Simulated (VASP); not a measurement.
GdN:

```
Gd N
1.0
     3.70433    0.00000    0.00000
    -1.85216    3.20804    0.00000
     0.00000    0.00000    5.16293
Gd N
2 2
Direct
  0.33333 0.66667 0.25000
  0.66667 0.33333 0.75000
  0.00000 0.00000 0.00000
  0.00000 0.00000 0.50000
```

```yaml
Program: VASP 6.6.1
Task: relaxation of cell and atoms
Functional: PBE
Potentials_or_basis: VASP PAW PBE potentials, release 64 (Gd, N)
Cutoff: 600 eV
k_mesh: 10 × 10 × 8
Occupations: gaussian, width 0.05 eV
Spin: collinear spin, ferromagnetic start
Starting_moments: "[7.0, 7.0, 0.0, 0.0] μB"
```

At the start: pressure -0.3 GPa; volume 15.34 Å³/atom.

Task: How do energy, volume and symmetry change on relaxing?

Result: Over 20 steps the energy falls by 321.9 meV/atom and the volume is 15.27 Å³/atom (-0.5 %); space group P6_3/mmc (No. 194, to 0.1 Å) before and after; moment 14.00 μB per cell.

The path:
```
step  energy change (eV)  largest force (eV/Å)  pressure (GPa)  volume (Å³)
   1              0.0000                0.0000           -0.27        61.35
   2             -1.2174                0.0000            1.93        60.49
   3             -1.2752                0.0000            2.50        59.96
   4             -1.2809                0.0000            2.35        60.08
   5             -1.2788                0.0000           -2.43        62.11
   6             -1.2877                0.0000            0.05        61.01
   7             -1.2877                0.0000            0.13        61.03
   8             -1.2854                0.0000           -1.60        61.57
   9             -1.2877                0.0000           -0.05        61.06
  10             -1.2878                0.0000           -0.11        61.08
  11             -1.2878                0.0000           -0.11        61.08
  12             -1.2878                0.0000           -0.12        61.08
  13             -1.2877                0.0000           -0.10        61.07
  14             -1.2878                0.0000           -0.10        61.07
  15             -1.2878                0.0000           -0.09        61.07
  16             -1.2878                0.0000           -0.10        61.07
  17             -1.2878                0.0000            0.12        61.00
  18             -1.2878                0.0000            0.19        61.03
  19             -1.2878                0.0000            0.16        61.06
  20             -1.2878                0.0000            0.06        61.07
```

Final structure:
```
Gd N
1.0
     3.43804    0.00000    0.00000
    -1.71902    2.97743    0.00000
     0.00000    0.00000    5.96569
Gd N
2 2
Direct
  0.33333 0.66667 0.25000
  0.66667 0.33333 0.75000
  0.00000 0.00000 0.00000
  0.00000 0.00000 0.50000
```

Caveat: a cell axis changed by over 15 % at a fixed basis, so the end point is rough; semilocal functionals describe open f shells poorly, which spoils levels, moments and volumes.
